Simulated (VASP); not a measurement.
# C (Cmcm) in VASP: further runs

Runs on C. Level: PBE. Tasks: single point, relaxation of cell and atoms.

Everything below comes from runs of VASP 6.6.1. Logs are shortened: lines on timing, memory, paths and dates and some standing lists are left out, and cuts for length are marked.

### 1 The cell of the first run

The structure is orthorhombic, space group Cmcm (No. 63). The conventional cell has a = 7.194 Å, b = 8.662 Å, c = 2.521 Å, α = 90.00°, β = 90.00°, γ = 90.00°. C (site symmetry m) has 4 C at 1.53 to 1.55 Å within 2.0 Å. Within 2.1 Å of C (site symmetry m) lie 4 C at 1.55 to 1.58 Å. C (site symmetry m2m) has 4 C at 1.55 to 1.57 Å within 2.1 Å. Within 2.1 Å of C (site symmetry m2m) lie 4 C at 1.54 to 1.55 Å.

### 2 Single point, PBE

File INCAR:

```
SYSTEM = C
PREC = Accurate
ENCUT = 520
EDIFF = 1E-6
ISMEAR = 0
SIGMA = 0.02
LREAL = .FALSE.
LASPH = .TRUE.
NELM = 100
ALGO = Normal
ISIF = 2
LWAVE = .FALSE.
LCHARG = .FALSE.
GGA = PE
NBANDS = 36
```

File KPOINTS:

```
Automatic mesh
0
G
  4 4 10
  0 0 0
```

File POSCAR:

```
C
1.0
    3.5969208265     -4.3309725671      0.0000000000
    3.5969208265      4.3309725671      0.0000000000
    0.0000000000      0.0000000000      2.5213842825
C
12
Direct
    0.2605003418      0.3609082689      0.7500000000
    0.3609082689      0.2605003418      0.2500000000
    0.5850320520      0.0001441886      0.7500000000
    0.7367099176      0.2632900824      0.7500000000
    0.3664518759      0.6335481241      0.7500000000
    0.2632900824      0.7367099176      0.2500000000
    0.4149679480      0.9998558114      0.2500000000
    0.6335481241      0.3664518759      0.2500000000
    0.7394996582      0.6390917311      0.2500000000
    0.0001441886      0.5850320520      0.2500000000
    0.9998558114      0.4149679480      0.7500000000
    0.6390917311      0.7394996582      0.7500000000
```

Potentials or basis: VASP PAW PBE potentials, release 64 (C).

The run is started by

```
$ cat potpaw_PBE.64/C/POTCAR > POTCAR
$ mpirun -np 1 vasp_std > vasp.out
```

OUTCAR:

```text
SYSTEM = C
   PREC = Accurate
   ENCUT = 520
   EDIFF = 1E-6
   ISMEAR = 0
   LREAL = .FALSE.
   LASPH = .TRUE.
   NELM = 100
   ISIF = 2
   GGA = PE

 ion  position               nearest neighbor table
   1  0.261  0.361  0.750-   2 1.53   2 1.53   5 1.54  11 1.55
   2  0.361  0.261  0.250-   1 1.53   1 1.53   8 1.54   7 1.55
   3  0.585  0.000  0.750-  12 1.55   4 1.57   7 1.58   7 1.58
   4  0.737  0.263  0.750-   8 1.55   8 1.55  11 1.57   3 1.57
   5  0.366  0.634  0.750-   1 1.54  12 1.54   6 1.55   6 1.55
   6  0.263  0.737  0.250-   5 1.55   5 1.55  10 1.57   7 1.57
   7  0.415  1.000  0.250-   2 1.55   6 1.57   3 1.58   3 1.58
   8  0.634  0.366  0.250-   2 1.54   9 1.54   4 1.55   4 1.55
   9  0.739  0.639  0.250-  12 1.53  12 1.53   8 1.54  10 1.55
  10  0.000  0.585  0.250-   9 1.55   6 1.57  11 1.58  11 1.58
  11  1.000  0.415  0.750-   1 1.55   4 1.57  10 1.58  10 1.58
  12  0.639  0.739  0.750-   9 1.53   9 1.53   5 1.54   3 1.55

  LATTYP: Found a base centered orthorhombic cell.
 ALAT       =     7.1938416530
 B/A-ratio  =     1.2040778143
 C/A-ratio  =     0.3504920464

  Lattice vectors:

 A1 = (   3.5969208265,  -4.3309725671,   0.0000000000)
 A2 = (   3.5969208265,   4.3309725671,   0.0000000000)
 A3 = (   0.0000000000,   0.0000000000,   2.5213842825)

Analysis of symmetry for initial positions (statically):
=====================================================================
 Subroutine PRICEL returns:
 Original cell was already a primitive cell.

 Routine SETGRP: Setting up the symmetry group for a
 base centered orthorhombic supercell.

 Subroutine GETGRP returns: Found  8 space group operations
 (whereof  4 operations were pure point group operations)
 out of a pool of  8 trial point group operations.

The static configuration has the point symmetry C_2h.
 The point group associated with its full space group is D_2h.

Analysis of symmetry for dynamics (positions and initial velocities):
=====================================================================
 Subroutine PRICEL returns:
 Original cell was already a primitive cell.

 Routine SETGRP: Setting up the symmetry group for a
 base centered orthorhombic supercell.

 Subroutine GETGRP returns: Found  8 space group operations
 (whereof  4 operations were pure point group operations)
 out of a pool of  8 trial point group operations.

The dynamic configuration has the point symmetry C_2h.
 The point group associated with its full space group is D_2h.

 Subroutine INISYM returns: Found  8 space group operations
 (whereof  4 operations are pure point group operations),
 and found     1 'primitive' translations

----------------------------------------------------------------------------------------

                                     Primitive cell

  volume of cell :      78.5571

  direct lattice vectors                    reciprocal lattice vectors
     3.596920826 -4.330972567  0.000000000     0.139007786 -0.115447510  0.000000000
     3.596920826  4.330972567  0.000000000     0.139007786  0.115447510  0.000000000
     0.000000000  0.000000000  2.521384283     0.000000000  0.000000000  0.396607533

  length of vectors
     5.629845718  5.629845718  2.521384283     0.180696686  0.180696686  0.396607533

  position of ions in fractional coordinates (direct lattice)
     0.260500342  0.360908269  0.750000000
     0.360908269  0.260500342  0.250000000
     0.585032052  0.000144189  0.750000000
     0.736709918  0.263290082  0.750000000
     0.366451876  0.633548124  0.750000000
     0.263290082  0.736709918  0.250000000
     0.414967948  0.999855811  0.250000000
     0.633548124  0.366451876  0.250000000
     0.739499658  0.639091731  0.250000000
     0.000144189  0.585032052  0.250000000
     0.999855811  0.414967948  0.750000000
     0.639091731  0.739499658  0.750000000

  ion indices of the primitive-cell ions
   primitive index   ion index
                 1           1
                 2           2
                 3           3
                 4           4
                 5           5
                 6           6
                 7           7
                 8           8
                 9           9
                10          10
                11          11
                12          12

----------------------------------------------------------------------------------------

 KPOINTS: Automatic mesh

Automatic generation of k-mesh.
 Grid dimensions read from file:
 generate k-points for:    4    4   10

 Generating k-lattice:

  Cartesian coordinates                     Fractional coordinates (reciprocal lattice)
     0.034751946 -0.028861878  0.000000000     0.250000000 -0.000000000  0.000000000
     0.034751946  0.028861878  0.000000000    -0.000000000  0.250000000  0.000000000
     0.000000000  0.000000000  0.039660753     0.000000000  0.000000000  0.100000000

  Length of vectors
     0.045174171  0.045174171  0.039660753

  Shift w.r.t. Gamma in fractional coordinates (k-lattice)
     0.000000000  0.000000000  0.000000000

 Subroutine IBZKPT returns following result:
 ===========================================

 Found     42 irreducible k-points:

 Following reciprocal coordinates:
            Coordinates               Weight
  0.000000  0.000000  0.000000      1.000000
  0.250000  0.000000  0.000000      4.000000
  0.500000  0.000000  0.000000      2.000000
  0.250000  0.250000  0.000000      2.000000
  0.500000  0.250000  0.000000      4.000000
 -0.250000  0.250000  0.000000      2.000000
[... 16 lines left out ...]
  0.250000  0.000000  0.300000      8.000000
  0.500000  0.000000  0.300000      4.000000
 [... further k-points ...]
   k-points           NKPTS =     42   k-points in BZ     NKDIM =     42   number of bands    NBANDS=     36
   number of dos      NEDOS =    301   number of ions     NIONS =     12
   total plane-waves  NPLWV =  35280
   dimension x,y,z NGX =    42 NGY =   42 NGZ =   20
   dimension x,y,z NGXF=    84 NGYF=   84 NGZF=   40
   ions per type =              12
   NGX,Y,Z   is equivalent  to a cutoff of  12.40, 12.40, 13.19 a.u.
   NGXF,Y,Z  is equivalent  to a cutoff of  24.80, 24.80, 26.37 a.u.
 SYSTEM =  C
   PREC   = accura    normal or accurate (medium, high low for compatibility)
   ISTART =      0    job   : 0-new  1-cont  2-samecut
   ICHARG =      2    charge: 1-file 2-atom 10-const
   ISPIN  =      1    spin polarized calculation?
   LNONCOLLINEAR =      F non collinear calculations
   LSORBIT =      F    spin-orbit coupling
   LASPH  =      T    aspherical Exc in radial PAW
   ENCUT  =  520.0 eV  38.22 Ry    6.18 a.u.  10.47 10.47  4.69*2*pi/ulx,y,z
   NELM   =    100;   NELMIN=  2; NELMDL= -5     # of ELM steps
   EDIFF  = 0.1E-05   stopping-criterion for ELM
   LREAL  =      F    real-space projection
   EDIFFG = 0.1E-04   stopping-criterion for IOM
   NSW    =      0    number of steps for IOM
   IBRION =     -1    ionic relax: 0-MD 1-quasi-New 2-CG
   NFREE  =      0    steps in history (QN), initial steepest desc. (CG)
   ISIF   =      2    stress and relaxation
   ISYM   =      2    0-nonsym 1-usesym 2-fastsym
   POTIM  = 0.5000    time-step for ionic-motion
   TEBEG  =    0.0;   TEEND  =   0.0 temperature during run
   PSTRESS=    0.0 pullay stress
   NELECT =      48.0000    total number of electrons
   NUPDOWN=      -1.0000    fix difference up-down
   EMIN   =  10.00;   EMAX   =-10.00  energy-range for DOS
   EFERMI =   0.00;   METHOD = LEGACY
   ISMEAR =     0;   SIGMA  =   0.02  broadening in eV -4-tet -1-fermi 0-gaus
   EFERMI_NEDOS =   21; number of points for ismear=-14 and -15
   IALGO  =     38    algorithm
   IMIX   =      4    mixing-type and parameters
     AMIX     =   0.40;   BMIX     =  1.00
     AMIX_MAG =   1.60;   BMIX_MAG =  1.00
  volume/ion in A,a.u.               =       6.55        44.18
  Fermi-wavevector in a.u.,A,eV,Ry     =   1.389185  2.625179 26.257004  1.929835
  Thomas-Fermi vector in A             =   2.513240
   LORBIT       =      0    0 simple, 1 ext, 2 COOP (PROOUT), +10 PAW based schemes
   GGA     = PE    functional components
   LHFCALC =     F    Hartree Fock is set to
   AEXX    =    0.0000 exact exchange contribution
   IVDW    =     0    specifies the selected vdW correction
   LEPSILON=     F    determine dielectric tensor
   LRPA    =     F    only Hartree local field effects (RPA)
 non-spin polarized calculation
 Gauss-broadening in eV      SIGMA  =   0.02
  energy-cutoff  :      520.00
  volume of cell :       78.56
 maximum number of plane-waves:      2149
 NGX is ok and might be reduce to    42
   NGX = 21   NGY = 21   NGZ =  9

 number of electron      48.0000001 magnetization

 Free energy of the ion-electron system (eV)
  ---------------------------------------------------
  ext. energy  EPLUGINS =         0.00000000
  ---------------------------------------------------
  free energy    TOTEN  =      -105.48792338 eV

  energy without entropy =     -105.48792338  energy(sigma->0) =     -105.48792338

 E-fermi :   7.3359     XC(G=0): -12.0469

 val. band max:        7.1812140638   @ k =   0.5000   0.5000   0.0000
 cond. band min:      11.2452072379   @ k =   0.5000   0.5000   0.0000
 fundamental gap:      4.0639931740
 Fermi energy:         7.3359304256

 k-point     1 :       0.0000    0.0000    0.0000
  band No.  band energies     occupation
      1     -13.6906      2.00000
      2     -10.5352      2.00000
      3     -10.4852      2.00000
      4      -9.7226      2.00000
      5      -8.1979      2.00000
      6      -5.5178      2.00000
[... 28 lines left out ...]
     35      17.4490      0.00000
     36      17.9331      0.00000

 k-point     2 :       0.2500    0.0000    0.0000
  band No.  band energies     occupation
      1     -13.5153      2.00000
      2     -11.6055      2.00000
      3      -9.9525      2.00000
      4      -9.4579      2.00000
      5      -7.7556      2.00000
      6      -5.9248      2.00000
[... 28 lines left out ...]
     35      16.8534      0.00000
     36      17.6187      0.00000

 k-point     3 :       0.5000    0.0000    0.0000
  band No.  band energies     occupation
      1     -13.2285      2.00000
      2     -12.2510      2.00000
      3      -9.8541      2.00000
      4      -9.3375      2.00000
      5      -7.2495      2.00000
      6      -6.0919      2.00000
[... 28 lines left out ...]
     35      15.6933      0.00000
     36      17.2552      0.00000

 k-point     4 :       0.2500    0.2500    0.0000
  band No.  band energies     occupation
      1     -13.2763      2.00000
      2     -12.0454      2.00000
      3     -10.5957      2.00000
      4      -8.1240      2.00000
      5      -7.6663      2.00000
      6      -6.5285      2.00000
[... 28 lines left out ...]
     35      16.4755      0.00000
     36      17.1443      0.00000

 k-point     5 :       0.5000    0.2500    0.0000
  band No.  band energies     occupation
      1     -13.0313      2.00000
      2     -12.2547      2.00000
      3     -11.0026      2.00000
      4      -8.0829      2.00000
      5      -7.4308      2.00000
      6      -5.7382      2.00000
[... 655 lines left out ...]
 k-point    22 :       0.0000    0.0000    0.3000
  band No.  band energies     occupation
      1     -12.0361      2.00000
      2      -8.9327      2.00000
      3      -8.9064      2.00000
      4      -8.1983      2.00000
      5      -6.6811      2.00000
      6      -5.5329      2.00000
[... 28 lines left out ...]
     35      17.2251      0.00000
     36      17.7155      0.00000

 k-point    23 :       0.2500    0.0000    0.3000
  band No.  band energies     occupation
      1     -11.8635      2.00000
      2      -9.9893      2.00000
      3      -8.4034      2.00000
      4      -7.9165      2.00000
      5      -6.2923      2.00000
      6      -5.2776      2.00000
[... 28 lines left out ...]
     35      17.6567      0.00000
     36      18.0817      0.00000

 k-point    24 :       0.5000    0.0000    0.3000
  band No.  band energies     occupation
      1     -11.5809      2.00000
      2     -10.6221      2.00000
      3      -8.3160      2.00000
      4      -7.8030      2.00000
      5      -5.8151      2.00000
      6      -5.0179      2.00000
[... 28 lines left out ...]
     35      18.2505      0.00000
     36      18.3508      0.00000

 [... further k-points ...]

------------------------ aborting loop because EDIFF is reached ----------------------------------------

  FORCE on cell =-STRESS in cart. coord.  units (eV):
  Direction    XX          YY          ZZ          XY          YZ          ZX
  --------------------------------------------------------------------------------------
  -------------------------------------------------------------------------------------
  Total        0.3280818      0.3029077      0.3122610      0.0000000      0.0000000      0.0000000
  in kB        6.6912525      6.1778244      6.3685856      0.0000000      0.0000000      0.0000000
  external PRESSURE =       6.4125542 kB  Pullay stress =       0.0000000 kB

 VOLUME and BASIS-vectors are now :
 -----------------------------------------------------------------------------
  energy-cutoff  :      520.00
  volume of cell :       78.56
      direct lattice vectors                 reciprocal lattice vectors
     3.596920826 -4.330972567  0.000000000     0.139007786 -0.115447510  0.000000000
     3.596920826  4.330972567  0.000000000     0.139007786  0.115447510  0.000000000
     0.000000000  0.000000000  2.521384283     0.000000000  0.000000000  0.396607533

 POSITION                                       TOTAL-FORCE (eV/Angst)
 -----------------------------------------------------------------------------------
      2.23516      0.43486      1.89104        -0.020651     -0.008520      0.000000
      2.23516     -0.43486      0.63035        -0.020651      0.008520     -0.000000
      2.10483     -2.53313      1.89104         0.011003     -0.010768      0.000000
      3.59692     -2.05037      1.89104        -0.000000     -0.025315     -0.000000
      3.59692      1.15679      1.89104        -0.000000     -0.003440      0.000000
      3.59692      2.05037      0.63035        -0.000000      0.025315     -0.000000
      5.08901      2.53313      0.63035        -0.011003      0.010768     -0.000000
      3.59692     -1.15679      0.63035        -0.000000      0.003440      0.000000
      4.95868     -0.43486      0.63035         0.020651      0.008520     -0.000000
      2.10483      2.53313      0.63035         0.011003      0.010768     -0.000000
      5.08901     -2.53313      1.89104        -0.011003     -0.010768      0.000000
      4.95868      0.43486      1.89104         0.020651     -0.008520      0.000000
 -----------------------------------------------------------------------------------
    total drift:                                0.000000      0.000000     -0.000000

  FREE ENERGIE OF THE ION-ELECTRON SYSTEM (eV)
  ---------------------------------------------------
  free  energy   TOTEN  =      -105.4879233772 eV

  energy  without entropy=     -105.4879233772  energy(sigma->0) =     -105.48792338
```

Wall time 94 s (1 thread of Intel Xeon Platinum 8259CL at 2.50GHz (Skylake/Cascade Lake), shared host); peak memory 0.22 GiB.

What came out:

```
Free energy            : -105.4879 eV
Pressure               : 0.6 GPa
Largest force          : 0.025 eV/Å
Band gap on the k mesh : 4.06 eV, direct
```

Forces in eV/Å, atoms in the order of the input:
```
C   -0.021 -0.009  0.000
C   -0.021  0.009  0.000
C    0.011 -0.011  0.000
C    0.000 -0.025  0.000
C    0.000 -0.003  0.000
C    0.000  0.025  0.000
C   -0.011  0.011  0.000
C    0.000  0.003  0.000
C    0.021  0.009  0.000
C    0.011  0.011  0.000
C   -0.011 -0.011  0.000
C    0.021 -0.009  0.000
```

### 3 Relaxation of cell and atoms, PBE

File INCAR:

```
SYSTEM = C
  PREC = Accurate
  ENCUT = 600
  EDIFF = 1E-6
  ISMEAR = 0
  SIGMA = 0.02
  LREAL = .FALSE.
  LASPH = .TRUE.
  NELM = 100
  ALGO = Normal
  ISIF = 3
  LWAVE = .FALSE.
  LCHARG = .FALSE.
  GGA = PE
  IBRION = 2
  NSW = 100
  EDIFFG = -0.01
```

File KPOINTS:

```
regular mesh
0
G
  4 4 10
  0 0 0
```

File POSCAR:

```
C
1.0
    3.5965921090     -4.3302910085      0.0000000000
    3.5965921090      4.3302910085      0.0000000000
    0.0000000000      0.0000000000      2.5218084666
C
12
Direct
    0.2605289658      0.3609135499      0.7500000000
    0.3609135499      0.2605289658      0.2500000000
    0.5850205548      0.0001383692      0.7500000000
    0.7367105189      0.2632894811      0.7500000000
    0.3664354776      0.6335645224      0.7500000000
    0.2632894811      0.7367105189      0.2500000000
    0.4149794452      0.9998616308      0.2500000000
    0.6335645224      0.3664354776      0.2500000000
    0.7394710342      0.6390864501      0.2500000000
    0.0001383692      0.5850205548      0.2500000000
    0.9998616308      0.4149794452      0.7500000000
    0.6390864501      0.7394710342      0.7500000000
```

Potentials or basis: VASP PAW PBE potentials, release 64 (C).

The run is started by

```
$ cat potpaw_PBE.64/C/POTCAR > POTCAR
$ mpirun -np 1 vasp_std > vasp.out
```

Wall time 2.8 min (1 thread of Intel Xeon Platinum 8259CL at 2.50GHz (Skylake/Cascade Lake), shared host); peak memory 0.24 GiB.

The run converged. Its results:

| Item | Value |
| --- | --- |
| Free energy | -105.5133 eV |
| Relaxed volume | 6.55 Å³/atom |
| Relaxed cell | a = 5.630 Å, b = 5.630 Å, c = 2.522 Å, α = 90.00°, β = 90.00°, γ = 100.57° |
| Space group after relaxing (to 0.05 Å) | Cmcm (No. 63) |
| Energy gained by relaxing | 0.0 meV/atom |
| Ionic steps | 3 |
| Pressure after relaxing | 0.0 GPa |
| Largest force after relaxing | 0.008 eV/Å |
| Band gap on the k mesh | 4.06 eV, direct |

Forces on the atoms (eV/Å):
```
C   -0.007  0.004  0.000
C   -0.007 -0.004  0.000
C   -0.002  0.000  0.000
C    0.000  0.000  0.000
C    0.000  0.006  0.000
C    0.000  0.000  0.000
C    0.002  0.000  0.000
C    0.000 -0.006  0.000
C    0.007 -0.004  0.000
C   -0.002  0.000  0.000
C    0.002  0.000  0.000
C    0.007  0.004  0.000
```

Final structure:
```yaml
crystal:
  lattice:
    - [3.59736, -4.33102, 0.00000]
    - [3.59736, 4.33102, 0.00000]
    - [0.00000, 0.00000, 2.52169]
  atoms:
    - { symbol: C, position: [0.26048, 0.36085, 0.75000] }
    - { symbol: C, position: [0.36085, 0.26048, 0.25000] }
    - { symbol: C, position: [0.58508, 0.00014, 0.75000] }
    - { symbol: C, position: [0.73677, 0.26323, 0.75000] }
    - { symbol: C, position: [0.36646, 0.63354, 0.75000] }
    - { symbol: C, position: [0.26323, 0.73677, 0.25000] }
    - { symbol: C, position: [0.41492, 0.99986, 0.25000] }
    - { symbol: C, position: [0.63354, 0.36646, 0.25000] }
    - { symbol: C, position: [0.73952, 0.63915, 0.25000] }
    - { symbol: C, position: [0.00014, 0.58508, 0.25000] }
    - { symbol: C, position: [0.99986, 0.41492, 0.75000] }
    - { symbol: C, position: [0.63915, 0.73952, 0.75000] }
```

Levels at points of the mesh, in eV from the valence-band top:
```
           k point  band 21  band 22  band 23  band 24  band 25  band 26  band 27  band 28
(0.00, 0.00, 0.00)    -1.61    -1.54    -1.35    -0.15     4.37     4.93     5.79     6.05
(0.50, 0.00, 0.00)    -1.15    -0.95    -0.83    -0.39     4.30     4.77     5.98     6.94
(0.50, 0.50, 0.00)    -1.28    -0.66    -0.23     0.00     4.06     5.64     5.77     6.27
(0.00, 0.00, 0.50)    -3.36    -3.36    -2.68    -2.68     6.39     6.39     6.69     6.69
(0.50, 0.00, 0.50)    -3.50    -3.50    -2.64    -2.64     6.09     6.09     6.94     6.94
(0.50, 0.50, 0.50)    -4.14    -4.14    -3.12    -3.12     6.62     6.62     6.77     6.77
```

(Continued in part 2 of 2.)
